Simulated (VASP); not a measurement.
Input of a VASP 6.6.1 run:

The input INCAR:

```
PREC = Accurate ; ENCUT = 520
EDIFF = 1E-7 ; ISMEAR = 0
SIGMA = 0.15 ; LREAL = False
LASPH = True ; NELM = 60
ALGO = Fast ; ISIF = 2
LWAVE = False ; LCHARG = False
GGA = CA ; NBANDS = 20
```

The input KPOINTS:

```
regular mesh
0
Gamma
  16 16 16
```

File POSCAR:

```
AlAu2
1.0
   -1.6688500000      1.6688500000      4.0978500000
    1.6688500000     -1.6688500000      4.0978500000
    1.6688500000      1.6688500000     -4.0978500000
Al Au
1 2
Direct
    0.0000000000      0.0000000000      0.0000000000
    0.6570428093      0.6570428093      0.0000000000
    0.3429571907      0.3429571907      0.0000000000
```

Potentials or basis: VASP PAW LDA potentials, release 64 (Al, Au).

Launch:

```sh
$ cat potpaw_LDA.64/Al/POTCAR potpaw_LDA.64/Au/POTCAR > POTCAR
$ mpirun -np 1 vasp_std > vasp.out
```

Question: Estimate the pressure.

Answer: 9.1 GPa.

Question: What does it give for the band gap on the k mesh?

Answer: Zero (an odd number of electrons rules out a gap without spin polarisation).

Stress tensor (GPa, compression positive):
```
 5.32  0.00  0.00
 0.00  5.32  0.00
 0.00  0.00 16.68
```

Caveat: the stress differs along the axes, from 5 to 17 GPa; spin-orbit coupling is left out, which moves the levels of the heavy elements.
